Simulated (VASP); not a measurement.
# SnO2 (P4_2/mnm) in VASP: notebook, part 2 of 3

VASP 6.6.1.

## Step 3: Relaxation of cell and atoms, PBEsol

Contents of INCAR:

```
SYSTEM = SnO2
  ALGO = Normal
  EDIFF = 1E-6
  EDIFFG = -0.01
  ENCUT = 600
  GGA = PS
  IBRION = 2
  ISIF = 3
  ISMEAR = -1
  LASPH = .True.
  LCHARG = .False.
  LREAL = .False.
  LWAVE = .False.
  NELM = 80
  NSW = 60
  PREC = Accurate
  SIGMA = 0.05
```

Contents of KPOINTS:

```
k-points
0
Gamma
  6 6 8
  0 0 0
```

Contents of POSCAR:

```
SnO2
1.0
    4.7380000000      0.0000000000      0.0000000000
    0.0000000000      4.7380000000      0.0000000000
    0.0000000000      0.0000000000      3.1865000000
Sn O
2 4
Direct
    0.5000000000      0.5000000000      0.5000000000
    0.0000000000      0.0000000000      0.0000000000
    0.8071000000      0.1929000000      0.5000000000
    0.6929000000      0.6929000000      0.0000000000
    0.1929000000      0.8071000000      0.5000000000
    0.3071000000      0.3071000000      0.0000000000
```

Potentials or basis: VASP PAW PBE potentials, release 64 (Sn_d, O).

Command:

```console
$ cat potpaw_PBE.64/Sn_d/POTCAR potpaw_PBE.64/O/POTCAR > POTCAR
$ mpirun -np 1 vasp_std > vasp.out
```

OUTCAR:

```text
SYSTEM = SnO2
   EDIFF = 1E-6
   EDIFFG = -0.01
   ENCUT = 600
   GGA = PS
   IBRION = 2
   ISIF = 3
   ISMEAR = -1
   LASPH = .True.
   LREAL = .False.
   NELM = 80
   NSW = 60
   PREC = Accurate

 ion  position               nearest neighbor table
   1  0.500  0.500  0.500-   4 2.05   6 2.05   4 2.05   6 2.05   5 2.06   3 2.06   2 3.71   2 3.71
                             2 3.71   2 3.71   2 3.71   2 3.71   2 3.71   2 3.71
   2  0.000  0.000  0.000-   3 2.05   5 2.05   3 2.05   5 2.05   4 2.06   6 2.06   1 3.71   1 3.71
                             1 3.71   1 3.71   1 3.71   1 3.71   1 3.71   1 3.71
   3  0.807  0.193  0.500-   2 2.05   2 2.05   1 2.06
   4  0.693  0.693  0.000-   1 2.05   1 2.05   2 2.06
   5  0.193  0.807  0.500-   2 2.05   2 2.05   1 2.06
   6  0.307  0.307  0.000-   1 2.05   1 2.05   2 2.06

  LATTYP: Found a simple tetragonal cell.
 ALAT       =     4.7380000000
 C/A-ratio  =     0.6725411566

  Lattice vectors:

 A1 = (   4.7380000000,   0.0000000000,   0.0000000000)
 A2 = (   0.0000000000,   4.7380000000,   0.0000000000)
 A3 = (   0.0000000000,   0.0000000000,   3.1865000000)

Analysis of symmetry for initial positions (statically):
=====================================================================
 Subroutine PRICEL returns:
 Original cell was already a primitive cell.

 Routine SETGRP: Setting up the symmetry group for a
 simple tetragonal supercell.

 Subroutine GETGRP returns: Found 16 space group operations
 (whereof  8 operations were pure point group operations)
 out of a pool of 16 trial point group operations.

The static configuration has the point symmetry D_2h.
 The point group associated with its full space group is D_4h.

Analysis of symmetry for dynamics (positions and initial velocities):
=====================================================================
 Subroutine PRICEL returns:
 Original cell was already a primitive cell.

 Routine SETGRP: Setting up the symmetry group for a
 simple tetragonal supercell.

 Subroutine GETGRP returns: Found 16 space group operations
 (whereof  8 operations were pure point group operations)
 out of a pool of 16 trial point group operations.

The dynamic configuration has the point symmetry D_2h.
 The point group associated with its full space group is D_4h.

 Subroutine INISYM returns: Found 16 space group operations
 (whereof  8 operations are pure point group operations),
 and found     1 'primitive' translations

----------------------------------------------------------------------------------------

                                     Primitive cell

  volume of cell :      71.5326

  direct lattice vectors                    reciprocal lattice vectors
     4.738000000  0.000000000  0.000000000     0.211059519  0.000000000  0.000000000
     0.000000000  4.738000000  0.000000000     0.000000000  0.211059519  0.000000000
     0.000000000  0.000000000  3.186500000     0.000000000  0.000000000  0.313823945

  length of vectors
     4.738000000  4.738000000  3.186500000     0.211059519  0.211059519  0.313823945

  position of ions in fractional coordinates (direct lattice)
     0.500000000  0.500000000  0.500000000
     0.000000000  0.000000000  0.000000000
     0.807100000  0.192900000  0.500000000
     0.692900000  0.692900000  0.000000000
[... 63 lines left out ...]
  0.500000  0.000000  0.250000      4.000000
 [... further k-points ...]
   k-points           NKPTS =     50   k-points in BZ     NKDIM =     50   number of bands    NBANDS=     31
   number of dos      NEDOS =    301   number of ions     NIONS =      6
   total plane-waves  NPLWV =  44800
   dimension x,y,z NGX =    40 NGY =   40 NGZ =   28
   dimension x,y,z NGXF=    80 NGYF=   80 NGZF=   56
   ions per type =               2   4
   NGX,Y,Z   is equivalent  to a cutoff of  14.04, 14.04, 14.61 a.u.
   NGXF,Y,Z  is equivalent  to a cutoff of  28.07, 28.07, 29.22 a.u.
 SYSTEM =  SnO2
   PREC   = accura    normal or accurate (medium, high low for compatibility)
   ISTART =      0    job   : 0-new  1-cont  2-samecut
   ICHARG =      2    charge: 1-file 2-atom 10-const
   ISPIN  =      1    spin polarized calculation?
   LNONCOLLINEAR =      F non collinear calculations
   LSORBIT =      F    spin-orbit coupling
   LASPH  =      T    aspherical Exc in radial PAW
   ENCUT  =  600.0 eV  44.10 Ry    6.64 a.u.   9.46  9.46  6.36*2*pi/ulx,y,z
   NELM   =     80;   NELMIN=  2; NELMDL= -5     # of ELM steps
   EDIFF  = 0.1E-05   stopping-criterion for ELM
   LREAL  =      F    real-space projection
   EDIFFG = -.1E-01   stopping-criterion for IOM
   NSW    =     60    number of steps for IOM
   IBRION =      2    ionic relax: 0-MD 1-quasi-New 2-CG
   NFREE  =      1    steps in history (QN), initial steepest desc. (CG)
   ISIF   =      3    stress and relaxation
   ISYM   =      2    0-nonsym 1-usesym 2-fastsym
   POTIM  = 0.5000    time-step for ionic-motion
   TEBEG  =    0.0;   TEEND  =   0.0 temperature during run
   PSTRESS=    0.0 pullay stress
   NELECT =      52.0000    total number of electrons
   NUPDOWN=      -1.0000    fix difference up-down
   EMIN   =  10.00;   EMAX   =-10.00  energy-range for DOS
   EFERMI =   0.00;   METHOD = LEGACY
   ISMEAR =    -1;   SIGMA  =   0.05  broadening in eV -4-tet -1-fermi 0-gaus
   EFERMI_NEDOS =   21; number of points for ismear=-14 and -15
   IALGO  =     38    algorithm
   IMIX   =      4    mixing-type and parameters
     AMIX     =   0.40;   BMIX     =  1.00
     AMIX_MAG =   1.60;   BMIX_MAG =  1.00
  volume/ion in A,a.u.               =      11.92        80.45
  Fermi-wavevector in a.u.,A,eV,Ry     =   1.472000  2.781677 29.480903  2.166785
  Thomas-Fermi vector in A             =   2.587068
   LORBIT       =      0    0 simple, 1 ext, 2 COOP (PROOUT), +10 PAW based schemes
   GGA     = PS    functional components
   LHFCALC =     F    Hartree Fock is set to
   AEXX    =    0.0000 exact exchange contribution
   IVDW    =     0    specifies the selected vdW correction
   LEPSILON=     F    determine dielectric tensor
   LRPA    =     F    only Hartree local field effects (RPA)
 conjugate gradient relaxation of ions
 non-spin polarized calculation
  energy-cutoff  :      600.00
  volume of cell :       71.53
 maximum number of plane-waves:      2409
 NGX is ok and might be reduce to    40
   NGX = 19   NGY = 19   NGZ = 13

--------------------------------------- Ionic step        1  -------------------------------------------

 number of electron      52.0000000 magnetization

 Free energy of the ion-electron system (eV)
  ---------------------------------------------------
  ext. energy  EPLUGINS =         0.00000000
  ---------------------------------------------------
  free energy    TOTEN  =       -39.64548099 eV

  energy without entropy =      -39.64548091  energy(sigma->0) =      -39.64548095

------------------------ aborting loop because EDIFF is reached ----------------------------------------

  FORCE on cell =-STRESS in cart. coord.  units (eV):
  Direction    XX          YY          ZZ          XY          YZ          ZX
  --------------------------------------------------------------------------------------
  -------------------------------------------------------------------------------------
  Total        2.0014037      2.0014037      3.0109747      0.0000000      0.0000000      0.0000000
  in kB       44.8271614     44.8271614     67.4393933      0.0000000      0.0000000      0.0000000
  external PRESSURE =      52.3645720 kB  Pullay stress =       0.0000000 kB
[... 147 lines left out ...]
--------------------------------------- Ionic step        5  -------------------------------------------

 number of electron      52.0000006 magnetization

 Free energy of the ion-electron system (eV)
  ---------------------------------------------------
  ext. energy  EPLUGINS =         0.00000000
  ---------------------------------------------------
  free energy    TOTEN  =       -39.67572295 eV

  energy without entropy =      -39.67572167  energy(sigma->0) =      -39.67572231

 E-fermi :   6.2058     XC(G=0): -11.4148

 val. band max:        5.7506981737   @ k =   0.0000   0.0000   0.0000
 cond. band min:       6.6382182055   @ k =   0.0000   0.0000   0.0000
 fundamental gap:      0.8875200317
 Fermi energy:         6.2058473265

 k-point     1 :       0.0000    0.0000    0.0000
  band No.  band energies     occupation
      1     -15.2475      2.00000
      2     -14.5010      2.00000
      3     -14.2631      2.00000
      4     -14.2379      2.00000
      5     -14.2379      2.00000
      6     -14.1705      2.00000
[... 805 lines left out ...]
     30      14.1899      0.00000
     31      14.9230      0.00000

 [... further k-points ...]

------------------------ aborting loop because EDIFF is reached ----------------------------------------

  FORCE on cell =-STRESS in cart. coord.  units (eV):
  Direction    XX          YY          ZZ          XY          YZ          ZX
  --------------------------------------------------------------------------------------
  -------------------------------------------------------------------------------------
  Total        0.0295843      0.0295843      0.0042863     -0.0000000      0.0000000      0.0000000
  in kB        0.6474655      0.6474655      0.0938067     -0.0000000      0.0000000      0.0000000
  external PRESSURE =       0.4629126 kB  Pullay stress =       0.0000000 kB
[... 21 lines left out ...]
  FREE ENERGIE OF THE ION-ELECTRON SYSTEM (eV)
  ---------------------------------------------------
  free  energy   TOTEN  =       -39.6757229528 eV

  energy  without entropy=      -39.6757216743  energy(sigma->0) =      -39.67572231

 reached required accuracy - stopping structural energy minimisation
```

Run time: 9 min. Hardware: 1 thread of Intel Xeon 8259CL, shared host; peak memory 0.28 GiB.

What came out:

| Item | Value |
| --- | --- |
| Free energy | -39.6757 eV |
| Relaxed volume | 12.20 Å³/atom |
| Relaxed cell | a = 4.771 Å, b = 4.771 Å, c = 3.217 Å, α = 90.00°, β = 90.00°, γ = 90.00° |
| Space group after relaxing (to 0.1 Å) | P4_2/mnm (No. 136) |
| Energy gained by relaxing | 5.0 meV/atom |
| Ionic steps | 5 |
| Pressure after relaxing | 0.0 GPa |
| Largest force after relaxing | 0.008 eV/Å |
| Band gap on the k mesh | 0.89 eV |

Forces in eV/Å, atoms in the order of the input:
```
Sn   0.000  0.000  0.000
Sn   0.000  0.000  0.000
O   -0.006  0.006  0.000
O    0.006  0.006  0.000
O    0.006 -0.006  0.000
O   -0.006 -0.006  0.000
```

Step by step:
```
step  energy change (eV)  largest force (eV/Å)  pressure (GPa)  volume (Å³)
   1              0.0000                0.2277            5.24        71.53
   2              0.0238                0.2178           -6.26        75.64
   3             -0.0302                0.0171           -0.05        73.24
   4             -0.0302                0.0211            0.10        73.21
   5             -0.0302                0.0080            0.05        73.21
```

Final structure:
```
Sn O
1.0
     4.77064    0.00000    0.00000
     0.00000    4.77064    0.00000
     0.00000    0.00000    3.21664
Sn O
2 4
Direct
  0.50000 0.50000 0.50000
  0.00000 0.00000 0.00000
  0.80630 0.19370 0.50000
  0.69370 0.69370 0.00000
  0.19370 0.80630 0.50000
  0.30630 0.30630 0.00000
```

Levels at points of the mesh, in eV from the valence-band top:
```
           k point  band 22  band 23  band 24  band 25  band 26  band 27  band 28  band 29  band 30  band 31
(0.00, 0.00, 0.00)    -1.27    -1.27    -0.78    -0.78     0.00     0.89     5.82     6.02     6.02    10.15
(0.50, 0.00, 0.00)    -1.98    -1.23    -1.23    -0.63    -0.63     4.11     4.11     6.78     6.78    10.62
(0.50, 0.50, 0.00)    -1.98    -1.35    -1.35    -0.89    -0.89     4.50     4.50     7.21     7.21    10.67
(0.00, 0.00, 0.50)    -2.65    -1.64    -1.64    -1.24    -1.24     5.84     5.84     9.42     9.42    10.33
(0.50, 0.00, 0.50)    -1.74    -1.08    -1.08    -0.73    -0.73     6.12     6.12     7.72     7.72    10.66
(0.50, 0.50, 0.50)    -2.44    -0.96    -0.96    -0.82    -0.82     4.53     4.53     8.60     8.60    10.66
```

Caveat: the PAW data sets were made with another functional, which shifts forces and pressure a little; spin-orbit coupling is left out, which moves the levels of the heavy elements. Zero-point motion and thermal expansion aren't in these numbers.

(Part 2 of 3 ends here.)
